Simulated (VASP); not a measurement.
# NaRuS3 (P4mm) in VASP: a series of runs, part 2 of 2

VASP 6.6.1. The steps go on from the part before.

## (3) Single point, PBE

This run uses another cell than the first one, of 22.43 Å³/atom.

INCAR reads:

```
PREC     = Accurate       # precision mode
ENCUT    = 520            # plane-wave cutoff, eV
EDIFF    = 1E-6           # SCF threshold, eV
ISMEAR   = 0              # smearing method
SIGMA    = 0.1            # smearing width, eV
LREAL    = False          # projectors in reciprocal space
LASPH    = True           # aspherical terms in the spheres
NELM     = 60             # most SCF steps
ALGO     = Normal         # electronic algorithm
ISIF     = 2              # what is computed and relaxed
LWAVE    = False          # write WAVECAR
LCHARG   = False          # write CHGCAR
GGA      = PE             # functional
NBANDS   = 28             # bands
```

KPOINTS reads:

```
Automatic mesh
0
Gamma
  8 8 8
```

POSCAR reads:

```
NaRuS3
1.0
    4.2943082758      0.0000000000      0.0000000000
    0.0000000000      4.2943082758      0.0000000000
    0.0000000000      0.0000000000      6.0816374875
Na Ru S
1 1 3
Direct
    0.0000000000      0.0000000000      0.0484727659
    0.5000000000      0.5000000000      0.5778081790
    0.5000000000      0.5000000000      0.9386011187
    0.0000000000      0.5000000000      0.4475589681
    0.5000000000      0.0000000000      0.4475589681
```

Potentials or basis: VASP PAW PBE potentials, release 64 (Na_pv, Ru_pv, S).

The run is started by

```bash
> cat potpaw_PBE.64/Na_pv/POTCAR potpaw_PBE.64/Ru_pv/POTCAR potpaw_PBE.64/S/POTCAR > POTCAR
> mpirun -np 1 vasp_std > vasp.out
```

OUTCAR:

```text
PREC = Accurate
   ENCUT = 520
   EDIFF = 1E-6
   ISMEAR = 0
   LREAL = False
   LASPH = True
   NELM = 60
   ISIF = 2
   GGA = PE

 ion  position               nearest neighbor table
   1  0.000  0.000  0.048-
   2  0.500  0.500  0.578-   3 2.19   4 2.29   5 2.29   5 2.29   4 2.29
   3  0.500  0.500  0.939-   2 2.19
   4  0.000  0.500  0.448-   2 2.29   2 2.29
   5  0.500  0.000  0.448-   2 2.29   2 2.29

  LATTYP: Found a simple tetragonal cell.
 ALAT       =     4.2943082758
 C/A-ratio  =     1.4162088739

  Lattice vectors:

 A1 = (   4.2943082758,   0.0000000000,   0.0000000000)
 A2 = (   0.0000000000,   4.2943082758,   0.0000000000)
 A3 = (   0.0000000000,   0.0000000000,   6.0816374875)

Analysis of symmetry for initial positions (statically):
=====================================================================
 Subroutine PRICEL returns:
 Original cell was already a primitive cell.

 Routine SETGRP: Setting up the symmetry group for a
 simple tetragonal supercell.

 Subroutine GETGRP returns: Found  8 space group operations
 (whereof  8 operations were pure point group operations)
 out of a pool of 16 trial point group operations.

The static configuration has the point symmetry C_4v.

Analysis of symmetry for dynamics (positions and initial velocities):
=====================================================================
 Subroutine PRICEL returns:
 Original cell was already a primitive cell.

 Routine SETGRP: Setting up the symmetry group for a
 simple tetragonal supercell.

 Subroutine GETGRP returns: Found  8 space group operations
 (whereof  8 operations were pure point group operations)
 out of a pool of 16 trial point group operations.

The dynamic configuration has the point symmetry C_4v.

 Subroutine INISYM returns: Found  8 space group operations
 (whereof  8 operations are pure point group operations),
 and found     1 'primitive' translations

----------------------------------------------------------------------------------------

                                     Primitive cell

  volume of cell :     112.1520

  direct lattice vectors                    reciprocal lattice vectors
     4.294308276  0.000000000  0.000000000     0.232866375  0.000000000  0.000000000
     0.000000000  4.294308276  0.000000000     0.000000000  0.232866375  0.000000000
     0.000000000  0.000000000  6.081637488     0.000000000  0.000000000  0.164429399

  length of vectors
     4.294308276  4.294308276  6.081637488     0.232866375  0.232866375  0.164429399

  position of ions in fractional coordinates (direct lattice)
     0.000000000  0.000000000  0.048472766
     0.500000000  0.500000000  0.577808179
     0.500000000  0.500000000  0.938601119
     0.000000000  0.500000000  0.447558968
     0.500000000  0.000000000  0.447558968

  ion indices of the primitive-cell ions
   primitive index   ion index
                 1           1
                 2           2
                 3           3
                 4           4
                 5           5

----------------------------------------------------------------------------------------

 KPOINTS: Automatic mesh

Automatic generation of k-mesh.
 Grid dimensions read from file:
 generate k-points for:    8    8    8

 Generating k-lattice:

  Cartesian coordinates                     Fractional coordinates (reciprocal lattice)
     0.029108297  0.000000000  0.000000000     0.125000000  0.000000000  0.000000000
     0.000000000  0.029108297  0.000000000     0.000000000  0.125000000  0.000000000
     0.000000000  0.000000000  0.020553675     0.000000000  0.000000000  0.125000000

  Length of vectors
     0.029108297  0.029108297  0.020553675

  Shift w.r.t. Gamma in fractional coordinates (k-lattice)
     0.000000000  0.000000000  0.000000000

 Subroutine IBZKPT returns following result:
 ===========================================

 Found     75 irreducible k-points:

 Following reciprocal coordinates:
            Coordinates               Weight
  0.000000  0.000000  0.000000      1.000000
  0.125000  0.000000  0.000000      4.000000
  0.250000  0.000000  0.000000      4.000000
  0.375000  0.000000  0.000000      4.000000
  0.500000  0.000000  0.000000      2.000000
  0.125000  0.125000  0.000000      4.000000
[... 16 lines left out ...]
  0.375000  0.125000  0.125000     16.000000
  0.500000  0.125000  0.125000      8.000000
 [... further k-points ...]
   k-points           NKPTS =     75   k-points in BZ     NKDIM =     75   number of bands    NBANDS=     28
   number of dos      NEDOS =    301   number of ions     NIONS =      5
   total plane-waves  NPLWV =  49152
   dimension x,y,z NGX =    32 NGY =   32 NGZ =   48
   dimension x,y,z NGXF=    64 NGYF=   64 NGZF=   96
   ions per type =               1   1   3
   NGX,Y,Z   is equivalent  to a cutoff of  12.39, 12.39, 13.12 a.u.
   NGXF,Y,Z  is equivalent  to a cutoff of  24.78, 24.78, 26.24 a.u.
 SYSTEM =  unknown system
   PREC   = accura    normal or accurate (medium, high low for compatibility)
   ISTART =      0    job   : 0-new  1-cont  2-samecut
   ICHARG =      2    charge: 1-file 2-atom 10-const
   ISPIN  =      1    spin polarized calculation?
   LNONCOLLINEAR =      F non collinear calculations
   LSORBIT =      F    spin-orbit coupling
   LASPH  =      T    aspherical Exc in radial PAW
   ENCUT  =  520.0 eV  38.22 Ry    6.18 a.u.   7.98  7.98 11.31*2*pi/ulx,y,z
   NELM   =     60;   NELMIN=  2; NELMDL= -5     # of ELM steps
   EDIFF  = 0.1E-05   stopping-criterion for ELM
   LREAL  =      F    real-space projection
   EDIFFG = 0.1E-04   stopping-criterion for IOM
   NSW    =      0    number of steps for IOM
   IBRION =     -1    ionic relax: 0-MD 1-quasi-New 2-CG
   NFREE  =      0    steps in history (QN), initial steepest desc. (CG)
   ISIF   =      2    stress and relaxation
   ISYM   =      2    0-nonsym 1-usesym 2-fastsym
   POTIM  = 0.5000    time-step for ionic-motion
   TEBEG  =    0.0;   TEEND  =   0.0 temperature during run
   PSTRESS=    0.0 pullay stress
   NELECT =      39.0000    total number of electrons
   NUPDOWN=      -1.0000    fix difference up-down
   EMIN   =  10.00;   EMAX   =-10.00  energy-range for DOS
   EFERMI =   0.00;   METHOD = LEGACY
   ISMEAR =     0;   SIGMA  =   0.10  broadening in eV -4-tet -1-fermi 0-gaus
   EFERMI_NEDOS =   21; number of points for ismear=-14 and -15
   IALGO  =     38    algorithm
   IMIX   =      4    mixing-type and parameters
     AMIX     =   0.40;   BMIX     =  1.00
     AMIX_MAG =   1.60;   BMIX_MAG =  1.00
  volume/ion in A,a.u.               =      22.43       151.37
  Fermi-wavevector in a.u.,A,eV,Ry     =   1.151226  2.175502 18.032101  1.325322
  Thomas-Fermi vector in A             =   2.287885
   LORBIT       =      0    0 simple, 1 ext, 2 COOP (PROOUT), +10 PAW based schemes
   GGA     = PE    functional components
   LHFCALC =     F    Hartree Fock is set to
   AEXX    =    0.0000 exact exchange contribution
   IVDW    =     0    specifies the selected vdW correction
   LEPSILON=     F    determine dielectric tensor
   LRPA    =     F    only Hartree local field effects (RPA)
 non-spin polarized calculation
 Gauss-broadening in eV      SIGMA  =   0.10
  energy-cutoff  :      520.00
  volume of cell :      112.15
 maximum number of plane-waves:      3080
 NGX is ok and might be reduce to    32
   NGX = 15   NGY = 15   NGZ = 23

 number of electron      38.9999984 magnetization

 Free energy of the ion-electron system (eV)
  ---------------------------------------------------
  ext. energy  EPLUGINS =         0.00000000
  ---------------------------------------------------
  free energy    TOTEN  =       -24.18773926 eV

  energy without entropy =      -24.16506777  energy(sigma->0) =      -24.17640351

 E-fermi :   3.3448     XC(G=0):  -9.0007

 val. band max:        3.3392198418   @ k =   0.2500   0.0000   0.5000
 cond. band min:       3.3512815040   @ k =   0.2500   0.0000   0.3750
 fundamental gap:      0.0120616622
 Fermi energy:         3.3447690489

 k-point     1 :       0.0000    0.0000    0.0000
  band No.  band energies     occupation
      1     -39.7551      2.00000
      2     -39.6778      2.00000
      3     -39.6778      2.00000
      4     -20.0479      2.00000
      5     -20.0229      2.00000
      6     -20.0229      2.00000
[... 20 lines left out ...]
     27      10.6649      0.00000
[... 691 lines left out ...]
      6     -20.0231      2.00000
[... 20 lines left out ...]
     27      11.7452      0.00000
     28      11.8595      0.00000

 [... further k-points ...]
[... 5 lines left out ...]
  --------------------------------------------------------------------------------------
  -------------------------------------------------------------------------------------
  Total       -0.0817316     -0.0817316     -0.1115660      0.0000000      0.0000000      0.0000000
  in kB       -1.1675990     -1.1675990     -1.5938068      0.0000000      0.0000000      0.0000000
  external PRESSURE =      -1.3096682 kB  Pullay stress =       0.0000000 kB

 VOLUME and BASIS-vectors are now :
 -----------------------------------------------------------------------------
  energy-cutoff  :      520.00
  volume of cell :      112.15
      direct lattice vectors                 reciprocal lattice vectors
     4.294308276  0.000000000  0.000000000     0.232866375  0.000000000  0.000000000
     0.000000000  4.294308276  0.000000000     0.000000000  0.232866375  0.000000000
     0.000000000  0.000000000  6.081637488     0.000000000  0.000000000  0.164429399

 POSITION                                       TOTAL-FORCE (eV/Angst)
 -----------------------------------------------------------------------------------
      0.00000      0.00000      0.29479        -0.000000      0.000000     -0.003720
      2.14715      2.14715      3.51402         0.000000      0.000000      0.022633
      2.14715      2.14715      5.70823        -0.000000     -0.000000     -0.033998
      0.00000      2.14715      2.72189        -0.000000      0.000000      0.007542
      2.14715      0.00000      2.72189        -0.000000      0.000000      0.007542
 -----------------------------------------------------------------------------------
    total drift:                                0.000000     -0.000000      0.000007

  FREE ENERGIE OF THE ION-ELECTRON SYSTEM (eV)
  ---------------------------------------------------
  free  energy   TOTEN  =       -24.1877392594 eV

  energy  without entropy=      -24.1650677669  energy(sigma->0) =      -24.17640351
```

Wall time 90 s (1 thread of Intel Xeon 6975P-C (Granite Rapids), shared host); peak memory 0.35 GiB.

What came out:

```
Free energy            : -24.1877 eV
Pressure               : -0.1 GPa
Largest force          : 0.034 eV/Å
Band gap on the k mesh : zero (an odd number of electrons rules out a gap without spin polarisation)
```

Forces on the atoms (eV/Å):
```
Na   0.000  0.000 -0.004
Ru   0.000  0.000  0.023
S    0.000  0.000 -0.034
S    0.000  0.000  0.008
S    0.000  0.000  0.008
```

Levels at points of the mesh, in eV from the Fermi level:
| k point | band 17 | band 18 | band 19 | band 20 | band 21 | band 22 |
| --- | --- | --- | --- | --- | --- | --- |
| (0.00, 0.00, 0.00) | -2.14 | -0.55 | -0.55 | 1.68 | 1.68 | 2.05 |
| (0.50, 0.00, 0.00) | -2.04 | -1.83 | -0.20 | 0.43 | 0.55 | 1.49 |
| (0.50, 0.50, 0.00) | -2.15 | -0.79 | -0.17 | -0.16 | -0.16 | 1.13 |
| (0.00, 0.00, 0.50) | -2.13 | -0.60 | -0.60 | 1.52 | 1.52 | 1.71 |
| (0.50, 0.00, 0.50) | -1.62 | -1.38 | -0.73 | 0.54 | 1.22 | 1.23 |
| (0.50, 0.50, 0.50) | -1.29 | -0.58 | -0.58 | -0.23 | 0.65 | 1.13 |
